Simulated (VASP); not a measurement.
A run of VASP 6.6.1 is set up as follows.

Contents of POSCAR:

```
PtS2
1.0
    3.5432000000      0.0000000000      0.0000000000
   -1.7716000000      3.0685010000      0.0000000000
    0.0000000000      0.0000000000      5.0388000000
Pt S
1 2
Direct
   -0.0026047509     -0.0218800238     -0.0104464302
    0.3314205574      0.6448028883      0.2333376545
    0.6634919073      0.3129760248      0.7457037791
```

File INCAR.step1:

```
PREC = Accurate
ENCUT = 520
ISMEAR = -1
SIGMA = 0.1
LREAL = False
LASPH = True
NELM = 80
NBANDS = 18
GGA = PE
ALGO = Normal
EDIFF = 1E-4
LWAVE = True
LCHARG = False
```

INCAR.step2

```
PREC = Accurate
ENCUT = 520
EDIFF = 1E-6
ISMEAR = -1
SIGMA = 0.1
LREAL = False
LASPH = True
NELM = 80
ALGO = Normal
ISIF = 2
LWAVE = False
LCHARG = False
METAGGA = R2SCAN
LMIXTAU = True
NBANDS = 18
ISTART = 1
```

KPOINTS

```
regular mesh
0
Gamma
  6 6 4
```

Potentials or basis: VASP PAW PBE potentials, release 64 (Pt, S).

Command:

```bash
$ cat potpaw_PBE.64/Pt/POTCAR potpaw_PBE.64/S/POTCAR > POTCAR
$ cp INCAR.step1 INCAR
$ mpirun -np 1 vasp_std > vasp.out
$ cp INCAR.step2 INCAR
$ mpirun -np 1 vasp_std > vasp.out
```

Q: Predict the band gap on the k mesh.

A: 0.84 eV, indirect (least direct gap 1.54 eV).

Q: Predict the largest force.

A: 0.090 eV/Å.

Q: Predict the pressure.

A: 2.3 GPa.

Stress tensor (GPa, compression positive):
```
 2.38  0.12 -0.25
 0.12  2.55  0.16
-0.25  0.16  1.88
```

Caveat: the PAW data sets were made with another functional, which shifts forces and pressure a little; spin-orbit coupling is left out, which moves the levels of the heavy elements. r2SCAN opens gaps a little over a GGA but as a rule still falls short of measured ones.
